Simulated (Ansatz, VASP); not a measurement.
## Two plane-wave programs on ScBr

Contents of INCAR:

```
PREC = Accurate ; ENCUT = 600
EDIFF = 1E-7 ; ISMEAR = 0
SIGMA = 0.1 ; LREAL = False
LASPH = True ; NELM = 100
ALGO = Normal ; ISIF = 3
LWAVE = False ; LCHARG = False
GGA = PE ; IBRION = 2
NSW = 100 ; EDIFFG = -0.01
```

Contents of KPOINTS:

```
regular mesh
0
Gamma
  16 16 16
```

File POSCAR:

```
ScBr
1.0
    3.4278857081      0.0000000000      0.0000000000
    0.0000000000      3.4278857081      0.0000000000
    0.0000000000      0.0000000000      3.4278857081
Sc Br
1 1
Direct
    0.5000000000      0.5000000000      0.5000000000
    0.0000000000      0.0000000000      0.0000000000
```

Input for Ansatz:

```yaml
crystal:
  lattice:
    - [3.4278857081, 0.0, 0.0]
    - [0.0, 3.4278857081, 0.0]
    - [0.0, 0.0, 3.4278857081]
  atoms:
    - { symbol: Sc, position: [0.5, 0.5, 0.5] }
    - { symbol: Br, position: [0.0, 0.0, 0.0] }
basis:
  ecutwfc: 420
kpoints:
  mp_grid: { grid: [16, 16, 16] }
hamiltonian:
  xc: pbe
scf:
  occupations: { method: gaussian, width: 0.1 }
output:
  forces: true
  stress: true
  eigenvalues: true
relax:
  adjacent_minimum: "off"
  f_tol: 0.01
  max_steps: 80
  cell: { stress_tol: 0.05 }
```

Alike in both runs: task relaxation of cell and atoms; functional PBE; k mesh 16 × 16 × 16; occupations gaussian, width 0.1 eV; no spin polarisation.

|  | VASP | Ansatz |
| --- | --- | --- |
| version | VASP 6.6.1 | Ansatz 0.2.0 |
| potentials or method | VASP PAW PBE potentials, release 64 (Sc_sv, Br), cutoff 600 eV | scalar-relativistic, plane waves, PAW |
| valence electrons in the cell | 18 | 18 |

|  | VASP | Ansatz | Ansatz less VASP |
| --- | --- | --- | --- |
| gap on the k mesh at the Fermi level, each at its own relaxed structure (eV) | none | none | - |
| relaxed volume (Å³/atom) | 20.27 | 20.21 | -0.054 |
| relaxed length of the cell vector where the two differ most in proportion (Å) | 3.435 | 3.432 | -0.0030 |

A gap of «none» marks a metal or a gap that the smearing closes.
